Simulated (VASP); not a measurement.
GeBi2O4, 7 atoms in the cell. It takes space group P-42m (No. 111, tetragonal). The conventional cell has a = 4.721 Å, b = 4.721 Å, c = 4.870 Å, α = 90.00°, β = 90.00°, γ = 90.00°. Ge (site symmetry -42m) has 4 O at 2.15 Å within 2.8 Å. Bi (site symmetry 222) has 4 O at 2.11 Å within 2.8 Å. O (site symmetry m) has 2 Bi at 2.11 Å and 1 Ge at 2.15 Å within 2.8 Å. 

```yaml
Program: VASP 6.6.1
Task: relaxation of cell and atoms
Functional: PBEsol
Potentials_or_basis: VASP PAW PBE potentials, release 64 (Ge_d, Bi_d, O)
Cutoff: 600 eV
k_mesh: 4 × 4 × 4
Occupations: fermi-dirac, width 0.03 eV
Spin: no spin polarisation
Dipole_correction: no
Further_INCAR_settings: ALGO = Normal; EDIFF = 1e-06; IBRION = 2; EDIFFG = -0.01; NSW = 100; ISIF = 3
```

Potentials or basis: VASP PAW PBE potentials, release 64 (Ge_d, Bi_d, O).

Run with:

```console
$ cat potpaw_PBE.64/Ge_d/POTCAR potpaw_PBE.64/Bi_d/POTCAR potpaw_PBE.64/O/POTCAR > POTCAR
$ mpirun -np 1 vasp_std > vasp.out
```

Hardware: 1 thread of Intel Xeon 8259CL, with other jobs on the host.

Q: How long does it take, and how much memory?

A: Wall time 63 min on 1 thread of Intel Xeon 8259CL, with other jobs on the host, peak memory 0.31 GiB. Counts: scf iterations 299, k points 18, ion steps 34.
